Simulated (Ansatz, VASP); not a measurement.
Mo in VASP and in Ansatz

INCAR

```
ALGO = Normal
EDIFF = 1E-6
ENCUT = 520
GGA = CA
ISIF = 2
ISMEAR = -1
LASPH = True
LCHARG = True
LELF = True
LREAL = False
LVHAR = True
LWAVE = False
NBANDS = 28
NELM = 80
PREC = Accurate
SIGMA = 0.1
```

Contents of KPOINTS:

```
k-points
0
Gamma
  9 9 14
```

File POSCAR:

```
Mo
1.0
    4.5939755522      0.0000000000      0.0000000000
   -2.2969877761      3.9784995325      0.0000000000
    0.0000000000      0.0000000000      2.5186132349
Mo
3
Direct
    0.0000000000      1.0000000000      1.0000000000
    0.3333333333      0.6666666667      0.5000000000
    0.6666666667      0.3333333333      0.5000000000
```

Input for Ansatz:

```yaml
crystal:
  lattice:
    - [4.5939755522, 0.0, 0.0]
    - [-2.2969877761, 3.9784995325, 0.0]
    - [0.0, 0.0, 2.5186132349]
  atoms:
    - { symbol: Mo, position: [0.0, 1.0, 1.0] }
    - { symbol: Mo, position: [0.3333333333, 0.6666666667, 0.5] }
    - { symbol: Mo, position: [0.6666666667, 0.3333333333, 0.5] }
hamiltonian:
  xc: lda
  pseudopotentials:
    kind: paw
    azcp:
      Mo: "pseudopotentials/Mo.paw.azcp"
basis:
  ecutwfc: 420
  fft_grid_basis: typed
kpoints:
  mp_grid: { grid: [9, 9, 14], shift: [0, 0, 0] }
magnetization:
  spin_polarized: false
scf:
  occupations: { method: fermi_dirac, width: 0.1 }
  lower_state_search: "off"
output:
  stress: true
  write_density: true
  write_potential: true
  elf: true
  volumetric_format: npy
```

Alike in both runs: task single point; functional LDA; k mesh 9 × 9 × 14; occupations fermi-dirac, width 0.1 eV; no spin polarisation.

|  | VASP | Ansatz |
| --- | --- | --- |
| version | VASP 6.6.1 | Ansatz 0.2.0 |
| potentials or method | VASP PAW LDA potentials, release 64 (Mo_sv), cutoff 520 eV | plane waves (420 eV) with PAW, scalar-relativistic |
| valence electrons in the cell | 42 | 42 |

Ansatz gave:

```
pressure (GPa)                                                : 0.1
traceless stress, the component that is largest in VASP (GPa) : -0.77
```

Q: Estimate VASP's values.

A: Pressure (GPa): 1.2; traceless stress, the component that is largest in VASP (GPa): -0.51.

Ansatz warns that its potentials were made for another functional, while VASP's fit it. LDA's correlation is that of Perdew and Zunger in VASP and of Perdew and Wang (1992) in Ansatz.
